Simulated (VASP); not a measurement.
A run of VASP 6.6.1:

The input INCAR:

```
PREC = Accurate
ENCUT = 520
EDIFF = 1E-8
ISMEAR = 0
SIGMA = 0.01
LREAL = F
LASPH = T
NELM = 100
ALGO = Normal
ISIF = 2
LWAVE = F
LCHARG = F
GGA = PE
NBANDS = 11
IBRION = 8
NSW = 1
LEPSILON = T
```

KPOINTS

```
regular mesh
0
Gamma
  8 8 8
```

POSCAR

```
MgS
1.0
    0.0000000000      2.6148795105      2.6148795105
    2.6148795105      0.0000000000      2.6148795105
    2.6148795105      2.6148795105      0.0000000000
Mg S
1 1
Direct
    0.5000000000      0.5000000000      0.5000000000
    0.0000000000      0.0000000000      0.0000000000
```

Potentials or basis: VASP PAW PBE potentials, release 64 (Mg, S).

Run with:

```bash
$ cat potpaw_PBE.64/Mg/POTCAR potpaw_PBE.64/S/POTCAR > POTCAR
$ mpirun -np 1 vasp_std > vasp.out
```

Hardware: 1 thread of Intel(R) Xeon(R) 6975P-C (Granite Rapids) (shared host).

Problem. Estimate the wall time of this run.

Solution. Run time: 99 s on 1 thread of Intel(R) Xeon(R) 6975P-C (Granite Rapids), with other jobs on the host, peak memory 0.21 GiB. Counts: scf iterations 134, k points 29.
